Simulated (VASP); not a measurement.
Input of a VASP 6.6.1 run:

Contents of INCAR:

```
SYSTEM = CaMg
PREC     = Accurate       ! precision mode
ENCUT    = 600            ! plane-wave cutoff, eV
EDIFF    = 1E-6           ! SCF threshold, eV
ISMEAR   = 0              ! smearing method
SIGMA    = 0.1            ! smearing width, eV
LREAL    = .False.        ! projectors in reciprocal space
LASPH    = .True.         ! aspherical terms in the spheres
NELM     = 120            ! most SCF steps
ALGO     = Normal         ! electronic algorithm
ISIF     = 2              ! what is computed and relaxed
LWAVE    = .False.        ! write WAVECAR
LCHARG   = .True.         ! write CHGCAR
LELF     = .True.         ! ELF
LVHAR    = .True.       
NBANDS   = 13             ! bands
GGA_COMPAT= .False.
```

File KPOINTS:

```
regular mesh
0
Gamma
  4 4 4
  0 0 0
```

POSCAR

```
CaMg
1.0
    3.9661380000      0.0000000000      0.0000000000
    0.0000000000      3.9661380000      0.0000000000
    0.0000000000      0.0000000000      3.9661380000
Ca Mg
1 1
Direct
    0.0000000000      0.0000000000      0.0000000000
    0.5000000000      0.5000000000      0.5000000000
```

Potentials or basis: VASP PAW LDA potentials, release 64 (Ca_sv, Mg).

Run with:

```console
$ cat potpaw_LDA.64/Ca_sv/POTCAR potpaw_LDA.64/Mg/POTCAR > POTCAR
$ mpirun -np 1 vasp_std > vasp.out
```

**Question.** Predict the band gap on the k mesh.

**Answer.** Zero (band 6 reaches 2.98 eV, above the bottom of band 7 at 1.70 eV).

**Question.** Predict the pressure.

**Answer.** -2.1 GPa.

Caveat: the k points lie up to 0.40 Å⁻¹ apart.
